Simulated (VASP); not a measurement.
# CdTe in VASP: further runs

CdTe is run at these levels: PBE; tasks: single point.

Everything below comes from runs of VASP 6.6.1. Logs are shortened: lines on timing, memory, paths and dates and some standing lists are left out, and cuts for length are marked.

## 1. The cell of the first run

The cell holds a wire or tube with vacuum around it, 2 atoms: a = 9.000 Å, b = 9.300 Å, c = 5.158 Å, α = 90.00°, β = 90.00°, γ = 90.00°.

## 2. Single point, PBE, collinear spin

Contents of INCAR:

```
SYSTEM = CdTe
PREC = Accurate
ENCUT = 520
EDIFF = 1E-6
ISMEAR = 0
SIGMA = 0.05
LREAL = .False.
LASPH = .True.
NELM = 150
ALGO = Normal
ISIF = 2
LWAVE = .False.
LCHARG = .False.
ISPIN = 2
MAGMOM = 0.5 0.5
LORBIT = 11
GGA = PE
NBANDS = 20
```

Contents of KPOINTS:

```
Automatic mesh
0
Gamma
  1 1 13
  0 0 0
```

Contents of POSCAR:

```
CdTe
1.0
    9.0000000000      0.0000000000      0.0000000000
    0.0000000000      9.3000000000      0.0000000000
    0.0000000000      0.0000000000      5.1577320350
Cd Te
1 1
Direct
    0.5000000000      0.5000000000      0.0000000000
    0.5000000000      0.5000000000      0.4650000000
```

Potentials or basis: VASP PAW PBE potentials, release 64 (Cd, Te).

Command:

```sh
cat potpaw_PBE.64/Cd/POTCAR potpaw_PBE.64/Te/POTCAR > POTCAR
mpirun -np 1 vasp_std > vasp.out
```

OUTCAR:

```text
SYSTEM = CdTe
   PREC = Accurate
   ENCUT = 520
   EDIFF = 1E-6
   ISMEAR = 0
   LREAL = .False.
   LASPH = .True.
   NELM = 150
   ISIF = 2
   ISPIN = 2
   LORBIT = 11
   GGA = PE

 ion  position               nearest neighbor table
   1  0.500  0.500  0.000-   2 2.40   2 2.76
   2  0.500  0.500  0.465-   1 2.40   1 2.76

  LATTYP: Found a simple orthorhombic cell.
 ALAT       =     5.1577320350
 B/A-ratio  =     1.7449530024
 C/A-ratio  =     1.8031181025

  Lattice vectors:

 A1 = (   0.0000000000,   0.0000000000,   5.1577320350)
 A2 = (   9.0000000000,   0.0000000000,   0.0000000000)
 A3 = (   0.0000000000,   9.3000000000,   0.0000000000)

Analysis of symmetry for initial positions (statically):
=====================================================================
 Subroutine PRICEL returns:
 Original cell was already a primitive cell.

 Routine SETGRP: Setting up the symmetry group for a
 simple orthorhombic supercell.

 Subroutine GETGRP returns: Found  4 space group operations
 (whereof  4 operations were pure point group operations)
 out of a pool of  8 trial point group operations.

The static configuration has the point symmetry C_2v.

Analysis of symmetry for dynamics (positions and initial velocities):
=====================================================================
 Subroutine PRICEL returns:
 Original cell was already a primitive cell.

 Routine SETGRP: Setting up the symmetry group for a
 simple orthorhombic supercell.

 Subroutine GETGRP returns: Found  4 space group operations
 (whereof  4 operations were pure point group operations)
 out of a pool of  8 trial point group operations.

The dynamic configuration has the point symmetry C_2v.

Analysis of structural, dynamic, and magnetic symmetry:
=====================================================================
 Subroutine PRICEL returns:
 Original cell was already a primitive cell.

 Routine SETGRP: Setting up the symmetry group for a
 simple orthorhombic supercell.

 Subroutine GETGRP returns: Found  4 space group operations
 (whereof  4 operations were pure point group operations)
 out of a pool of  8 trial point group operations.

The overall configuration has the point symmetry C_2v.

 Subroutine INISYM returns: Found  4 space group operations
 (whereof  4 operations are pure point group operations),
 and found     1 'primitive' translations

----------------------------------------------------------------------------------------
[... 97 lines left out ...]
  Fermi-wavevector in a.u.,A,eV,Ry     =   0.567681  1.072761  4.384635  0.322262
  Thomas-Fermi vector in A             =   1.606594
   LORBIT       =     11    0 simple, 1 ext, 2 COOP (PROOUT), +10 PAW based schemes
   GGA     = PE    functional components
   LHFCALC =     F    Hartree Fock is set to
   AEXX    =    0.0000 exact exchange contribution
   IVDW    =     0    specifies the selected vdW correction
   LEPSILON=     F    determine dielectric tensor
   LRPA    =     F    only Hartree local field effects (RPA)
 spin polarized calculation
 Gauss-broadening in eV      SIGMA  =   0.05
  energy-cutoff  :      520.00
  volume of cell :      431.70
 maximum number of plane-waves:     11645
 NGX is ok and might be reduce to    70
   NGX = 33   NGY = 35   NGZ = 19

 number of electron      18.0000001 magnetization       0.0746246

 Free energy of the ion-electron system (eV)
  ---------------------------------------------------
  ext. energy  EPLUGINS =         0.00000000
  ---------------------------------------------------
  free energy    TOTEN  =        -2.61463884 eV

  energy without entropy =       -2.60873429  energy(sigma->0) =       -2.61168657

 E-fermi :  -4.1892     XC(G=0):  -2.4257

 val. band max:       -4.1947661575   @ k =   0.0000   0.0000   0.0000
 cond. band min:      -4.1814166545   @ k =   0.0000   0.0000   0.0000
 fundamental gap:      0.0133495030
 Fermi energy:        -4.1892334235

 spin component 1

 k-point     1 :       0.0000    0.0000    0.0000
  band No.  band energies     occupation
      1     -15.2569      1.00000
      2     -12.9413      1.00000
      3     -12.9412      1.00000
      4     -12.7366      1.00000
      5     -12.7365      1.00000
      6     -11.9171      1.00000
[... 137 lines left out ...]
      6     -12.7363      1.00000
[... 12 lines left out ...]
     19       3.5126      0.00000
     20       3.6957      0.00000
 Fermi energy:        -4.1892334235

 spin component 2

 k-point     1 :       0.0000    0.0000    0.0000
  band No.  band energies     occupation
      1     -15.2353      1.00000
      2     -12.9370      1.00000
      3     -12.9369      1.00000
      4     -12.7337      1.00000
      5     -12.7336      1.00000
      6     -11.9024      1.00000
[... 150 lines left out ...]
     19       3.5227      0.00000
     20       3.7100      0.00000

------------------------ aborting loop because EDIFF is reached ----------------------------------------

  FORCE on cell =-STRESS in cart. coord.  units (eV):
  Direction    XX          YY          ZZ          XY          YZ          ZX
  --------------------------------------------------------------------------------------
  -------------------------------------------------------------------------------------
  Total        0.0558002      0.0379643      3.8715184      0.0000000      0.0000000      0.0000000
  in kB        0.2070913      0.1408969     14.3683756      0.0000000      0.0000000      0.0000000
  external PRESSURE =       4.9054546 kB  Pullay stress =       0.0000000 kB

 VOLUME and BASIS-vectors are now :
 -----------------------------------------------------------------------------
  energy-cutoff  :      520.00
  volume of cell :      431.70
      direct lattice vectors                 reciprocal lattice vectors
     9.000000000  0.000000000  0.000000000     0.111111111  0.000000000  0.000000000
     0.000000000  9.300000000  0.000000000     0.000000000  0.107526882  0.000000000
     0.000000000  0.000000000  5.157732035     0.000000000  0.000000000  0.193883667

 POSITION                                       TOTAL-FORCE (eV/Angst)
 -----------------------------------------------------------------------------------
      4.50000      4.65000      0.00000         0.000000      0.000000     -3.121902
      4.50000      4.65000      2.39835         0.000000      0.000000      3.121902
 -----------------------------------------------------------------------------------
    total drift:                                0.000000      0.000000     -0.000140

  FREE ENERGIE OF THE ION-ELECTRON SYSTEM (eV)
  ---------------------------------------------------
  free  energy   TOTEN  =        -2.6146388425 eV

  energy  without entropy=       -2.6087342889  energy(sigma->0) =       -2.61168657

 total charge

# of ion       s       p       d       tot
------------------------------------------
    1        0.519   0.253   9.541  10.313
    2        1.329   2.099   0.017   3.445
--------------------------------------------------
tot          1.847   2.352   9.558  13.757

 magnetization (x)

# of ion       s       p       d       tot
------------------------------------------
    1        0.004  -0.000   0.002   0.006
    2        0.002   0.030   0.000   0.032
--------------------------------------------------
tot          0.006   0.029   0.002   0.038
```

stdout:

```text
POSCAR found type information on POSCAR CdTe
 POSCAR found :  2 types and       2 ions
 scaLAPACK will be used
 LDA part: xc-table for (Slater+PW92), standard interpolation
 POSCAR, INCAR and KPOINTS ok, starting setup
 FFT: planning ... GRIDC
 FFT: planning ... GRID_SOFT
 FFT: planning ... GRID
 WAVECAR not read
 entering main loop
```

Run time: 1.7 min. Hardware: 1 thread of Intel Xeon 6975P-C (Granite Rapids), shared host; peak memory 0.64 GiB.

Results:

```
Free energy                                           : -2.6146 eV
Largest force                                         : 3.122 eV/Å
Net moment                                            : 0.07 μB per cell
Site moments                                          : Cd +0.01; Te +0.03 μB
Valence electrons inside the program's atomic spheres : Cd 10.31; Te 3.44
```

Forces in eV/Å, atoms in the order of the input:
```
Cd   0.000  0.000 -3.122
Te   0.000  0.000  3.122
```

Caveat: spin-orbit coupling is left out, which moves the levels of the heavy elements.

## 3. Single point, PBE, collinear spin

This run uses another cell than the first one.

Contents of INCAR:

```
ALGO = Normal ; EDIFF = 1E-7
ENCUT = 520 ; GGA = PE
ISIF = 2 ; ISMEAR = 0
ISPIN = 2 ; LASPH = True
LCHARG = False ; LORBIT = 11
LREAL = False ; LWAVE = False
MAGMOM = 0.5 0.5 ; NBANDS = 20
NELM = 150 ; PREC = Accurate
SIGMA = 0.05
```

Contents of KPOINTS:

```
k-points
0
Gamma
  1 1 23
```

Contents of POSCAR:

```
CdTe
1.0
   11.3000000000      0.0000000000      0.0000000000
    0.0000000000      9.3000000000      0.0000000000
    0.0000000000      0.0000000000      2.7335979785
Cd Te
1 1
Direct
    0.3973017958      0.5000000000      0.0000000000
    0.6026982042      0.5000000000      0.5000000000
```

Potentials or basis: VASP PAW PBE potentials, release 64 (Cd, Te).

Command:

```sh
cat potpaw_PBE.64/Cd/POTCAR potpaw_PBE.64/Te/POTCAR > POTCAR
mpirun -np 1 vasp_std > vasp.out
```

Run time: 1.7 min. Hardware: 1 thread of Intel Xeon 6975P-C (Granite Rapids), shared host; peak memory 0.48 GiB.

The run converged. Its results:

* Free energy: -2.5117 eV
* Largest force: 2.728 eV/Å
* Band gap on the k mesh: zero (filled and empty bands overlap)
* Net moment: 0.02 μB per cell
* Valence electrons inside the program's atomic spheres: Cd 10.39; Te 3.46

Forces on the atoms (eV/Å):
```
Cd  -2.728  0.000  0.000
Te   2.728  0.000  0.000
```

Levels at points of the mesh, in eV from the Fermi level:
Spin up:
```
           k point  band 5  band 6  band 7  band 8  band 9  band 10  band 11  band 12  band 13  band 14
(0.00, 0.00, 0.00)   -8.59   -8.48   -5.63   -3.36   -1.55     1.41     3.20     3.72     4.13     4.86
```
Spin down:
| k point | band 5 | band 6 | band 7 | band 8 | band 9 | band 10 | band 11 | band 12 | band 13 | band 14 |
| --- | --- | --- | --- | --- | --- | --- | --- | --- | --- | --- |
| (0.00, 0.00, 0.00) | -8.59 | -8.48 | -5.62 | -3.34 | -1.54 | 1.42 | 3.21 | 3.72 | 4.13 | 4.87 |

Caveat: spin-orbit coupling is left out, which moves the levels of the heavy elements.

## 4. Single point, PBE, collinear spin

This run uses another cell than the first one.

Contents of INCAR:

```
SYSTEM = CdTe
PREC = Accurate
ENCUT = 520
EDIFF = 1E-6
ISMEAR = 0
SIGMA = 0.05
LREAL = .FALSE.
LASPH = .TRUE.
NELM = 150
ALGO = Normal
ISIF = 2
LWAVE = .FALSE.
LCHARG = .TRUE.
ISPIN = 2
MAGMOM = 0.5 0.5
LORBIT = 11
GGA = PE
LELF = .TRUE.
LVHAR = .TRUE.
NBANDS = 20
```

Contents of KPOINTS:

```
regular mesh
0
G
  1 1 14
  0 0 0
```

Contents of POSCAR:

```
CdTe
1.0
   10.2000000000      0.0000000000      0.0000000000
    0.0000000000      9.3000000000      0.0000000000
    0.0000000000      0.0000000000      4.6419588315
Cd Te
1 1
Direct
    0.4431132496      0.5000000000      0.0000000000
    0.5568867504      0.5000000000      0.5000000000
```

Command:

```sh
cat potpaw_PBE.64/Cd/POTCAR potpaw_PBE.64/Te/POTCAR > POTCAR
mpirun -np 1 vasp_std > vasp.out
```

It took 1.9 min on 1 thread of Intel Xeon 6975P-C (Granite Rapids), shared host; peak memory 0.66 GiB.

Results (log left out):

* Free energy: -3.4325 eV
* Largest force: 0.351 eV/Å
* Band gap on the k mesh: 1.69 eV
* Net moment: 0.00 μB per cell
* Valence electrons inside the program's atomic spheres: Cd 10.34; Te 3.41

Forces in eV/Å, atoms in the order of the input:
```
Cd  -0.351  0.000  0.000
Te   0.351  0.000  0.000
```

Levels at points of the mesh, in eV from the valence-band top:
Spin up:
```tsv
k point	band 6	band 7	band 8	band 9	band 10	band 11	band 12	band 13
(0.00, 0.00, 0.00)	-7.78	-1.83	-0.94	-0.72	1.79	3.52	4.42	4.65
(0.00, 0.00, 0.50)	-7.72	-3.91	-0.90	0.00	1.69	3.37	5.27	5.88
```
Spin down:
| k point | band 6 | band 7 | band 8 | band 9 | band 10 | band 11 | band 12 | band 13 |
| --- | --- | --- | --- | --- | --- | --- | --- | --- |
| (0.00, 0.00, 0.00) | -7.78 | -1.83 | -0.94 | -0.72 | 1.79 | 3.52 | 4.42 | 4.66 |
| (0.00, 0.00, 0.50) | -7.72 | -3.91 | -0.90 | 0.00 | 1.69 | 3.37 | 5.27 | 5.88 |

Caveat: spin-orbit coupling is left out, which moves the levels of the heavy elements.

## 5. Summary

| cell | k mesh | gap on the mesh (eV) | moment (μB) | largest force (eV/Å) |
| --- | --- | --- | --- | --- |
| a = 9.000, b = 9.300, c = 5.158 Å, 2 atoms, atomic positions A | 1 × 1 × 13 | none | 0.07 | 3.12 |
| a = 11.300, b = 9.300, c = 2.734 Å, 2 atoms, atomic positions B | 1 × 1 × 23 | none | 0.02 | 2.73 |
| a = 10.200, b = 9.300, c = 4.642 Å, 2 atoms, atomic positions C | 1 × 1 × 14 | 1.69 | 0.00 | 0.35 |

Alike in all rows: task single point; level PBE; potentials or basis VASP PAW PBE potentials, release 64 (Cd, Te); spin collinear; cutoff (eV) 520; smearing gaussian 0.05 eV.

Caveats: spin-orbit coupling is left out, which moves the levels of the heavy elements.

Total energies depend on the potentials used, so only differences within one code and one set of settings carry meaning.
